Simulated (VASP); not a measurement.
YLu2F3:

```
Y Lu F
1.0
     4.38647    0.00000    0.00000
     0.00000    4.38647    0.00000
     0.00000    0.00000    6.24666
Y Lu F
1 2 3
Cartesian
  0.0000 0.0000 3.1233
  0.0000 2.1932 1.6735
  2.1932 0.0000 4.5731
  2.1932 2.1932 0.0000
  0.0000 0.0000 0.0000
  2.1932 2.1932 3.1233
```

The cell was generated, and may not be a known phase.

| Property | Result |
| --- | --- |
| Program | VASP 6.6.1 |
| Task | relaxation of cell and atoms |
| Functional | PBE |
| Potentials or basis | VASP PAW PBE potentials, release 64 (Y_sv, Lu, F) |
| Cutoff | 600 eV |
| k mesh | 4 × 4 × 4 |
| Occupations | gaussian, width 0.1 eV |
| Spin | no spin polarisation |

At the start: pressure -0.0 GPa; volume 20.03 Å³/atom.

Q: Where does the relaxation end?

A: Over 10 steps the energy falls by 645.8 meV/atom and the volume is 20.27 Å³/atom (+1.2 %); space group P-4m2 (No. 115, to 0.1 Å) before, P4/mmm (No. 123, to 0.1 Å).

The path:
```
step  energy change (eV)  largest force (eV/Å)  pressure (GPa)  volume (Å³)
   1              0.0000                3.2449           -0.02       120.19
   2             -0.9329                2.7495            0.72       120.14
   3             -2.8855                1.9374            2.21       119.84
   4             -3.8615                0.0349            1.14       118.66
   5             -3.8627                0.0164            1.11       118.60
   6             -3.8624                0.0035            1.05       118.55
   7             -3.8517                0.0116           -1.46       125.09
   8             -3.8709                0.0078           -0.06       121.05
   9             -3.8709                0.0078            0.03       120.96
  10             -3.8746                0.0062            0.04       121.64
```

Final structure:
```yaml
crystal:
  lattice:
    - [4.64288, 0.00000, 0.00000]
    - [0.00000, 4.64288, 0.00000]
    - [0.00000, 0.00000, 5.64267]
  atoms:
    - { symbol: Y, position: [0.00000, 0.00000, 0.50000] }
    - { symbol: Lu, position: [0.00000, 0.50000, 0.99788] }
    - { symbol: Lu, position: [0.50000, 0.00000, 0.00212] }
    - { symbol: F, position: [0.50000, 0.50000, 0.00000] }
    - { symbol: F, position: [0.00000, 0.00000, 0.00000] }
    - { symbol: F, position: [0.50000, 0.50000, 0.50000] }
```
